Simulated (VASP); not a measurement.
Here is a VASP 6.6.1 calculation.

Contents of INCAR:

```
SYSTEM = In
  PREC = Accurate
  ENCUT = 520
  EDIFF = 1E-7
  ISMEAR = -1
  SIGMA = 0.1
  LREAL = .FALSE.
  LASPH = .TRUE.
  NELM = 80
  ALGO = Normal
  ISIF = 2
  LWAVE = .FALSE.
  LCHARG = .FALSE.
  GGA = PE
  NBANDS = 12
```

The input KPOINTS:

```
regular mesh
0
G
  8 8 8
  0 0 0
```

POSCAR

```
In
1.0
   -1.6033042124      1.6033042124      2.7305665990
    1.6033042124     -1.6033042124      2.7305665990
    1.6033042124      1.6033042124     -2.7305665990
In
1
Direct
    0.0000000000      0.0000000000      0.0000000000
```

Potentials or basis: VASP PAW PBE potentials, release 64 (In_d).

Run with:

```bash
$ cat potpaw_PBE.64/In_d/POTCAR > POTCAR
$ mpirun -np 1 vasp_std > vasp.out
```

**Question.** Predict the pressure.

**Answer.** -0.8 GPa.

Stress tensor (GPa, compression positive):
```
-0.95  0.00  0.00
 0.00 -0.95  0.00
 0.00  0.00 -0.57
```
